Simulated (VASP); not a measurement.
A run of VASP 6.6.1 is set up as follows.

File INCAR:

```
PREC = Accurate
ENCUT = 520
EDIFF = 1E-6
ISMEAR = 0
SIGMA = 0.01
LREAL = F
LASPH = T
NELM = 80
ALGO = Normal
ISIF = 2
LWAVE = F
LCHARG = T
GGA = PS
LELF = T
LVHAR = T
NBANDS = 16
```

KPOINTS

```
Automatic mesh
0
Gamma
  8 8 6
```

POSCAR

```
AlN
1.0
    3.0982603799      0.0000000000      0.0000000000
   -1.5491301900      2.6831721966      0.0000000000
    0.0000000000      0.0000000000      4.9978007594
Al N
2 2
Direct
    0.3333333333      0.6666666667     -0.0010085599
    0.6666666667      0.3333333333      0.4989914401
    0.3333333333      0.6666666667      0.3810085599
    0.6666666667      0.3333333333      0.8810085599
```

Potentials or basis: VASP PAW PBE potentials, release 64 (Al, N).

Run with:

```bash
$ cat potpaw_PBE.64/Al/POTCAR potpaw_PBE.64/N/POTCAR > POTCAR
$ mpirun -np 1 vasp_std > vasp.out
```

Question: Predict the largest force.

Answer: 0.093 eV/Å.

Question: Estimate the band gap on the k mesh.

Answer: 4.19 eV, direct.

Question: Estimate the pressure.

Answer: 1.5 GPa.

Stress tensor (GPa, compression positive):
```
 2.60  0.00  0.00
 0.00  2.60  0.00
 0.00  0.00 -0.70
```

Caveat: the cell differs from its parent crystal (in-plane strain -0.005); the PAW data sets were made with another functional, which shifts forces and pressure a little.
